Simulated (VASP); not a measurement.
A run of VASP 6.6.1:

INCAR

```
SYSTEM = BN
PREC = Accurate
ENCUT = 520
EDIFF = 1E-8
ISMEAR = -1
SIGMA = 0.02
LREAL = .False.
LASPH = .True.
NELM = 100
ALGO = Normal
ISIF = 2
LWAVE = .False.
LCHARG = .False.
GGA = PE
LEFG = .True.
NBANDS = 16
```

The input KPOINTS:

```
regular mesh
0
Gamma
  11 11 4
  0 0 0
```

POSCAR

```
BN
1.0
    2.5039917043      0.0000000000      0.0000000000
   -1.2519958522      2.1685204268      0.0000000000
    0.0000000000      0.0000000000      6.5279760000
B N
2 2
Direct
    0.3333333333      0.6666666667      0.2500000000
    0.6666666667      0.3333333333      0.7500000000
    0.3333333333      0.6666666667      0.7500000000
    0.6666666667      0.3333333333      0.2500000000
```

Potentials or basis: VASP PAW PBE potentials, release 64 (B, N).

The run is started by

```sh
$ cat potpaw_PBE.64/B/POTCAR potpaw_PBE.64/N/POTCAR > POTCAR
$ mpirun -np 1 vasp_std > vasp.out
```

Hardware: 1 thread of AMD EPYC 7R13 Processor (Zen 3) (shared host).

Problem. Estimate the wall time of this run.

Solution. Run time: 23 s on 1 thread of AMD EPYC 7R13 Processor (Zen 3), with other jobs on the host, peak memory 0.12 GiB. Counts: scf iterations 15, k points 48.
